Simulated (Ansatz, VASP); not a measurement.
## One calculation of Al, two programs

```
Al
1.0
    -1.64582    1.70243    1.61751
     1.64582   -1.70243    1.61751
     1.53259    1.58920   -1.61751
Al
1
Cartesian
  0.0000 0.0000 0.0000
```

Change from the starting cell: engineering shear strain xy -0.0700, strain +e along x and -e along y -0.0175.

Alike in both runs: task single point; functional PBE; k mesh 20 × 20 × 20; occupations gaussian, width 0.15 eV; no spin polarisation.

|  | VASP | Ansatz |
| --- | --- | --- |
| version | VASP 6.6.1 | Ansatz 0.2.0 |
| potentials or method | VASP PAW PBE potentials, release 64 (Al), cutoff 520 eV | scalar-relativistic, plane waves, PAW |
| valence electrons in the cell | 3 | 3 |

```tsv
	VASP	Ansatz	Ansatz less VASP
gap on the k mesh at the Fermi level (eV)	none	none	-
pressure (GPa)	0.5	0.5	+0.02
traceless stress, the component that is largest in VASP (GPa)	2.90	2.90	+0.006
```

A gap of «none» marks a metal or a gap that the smearing closes.
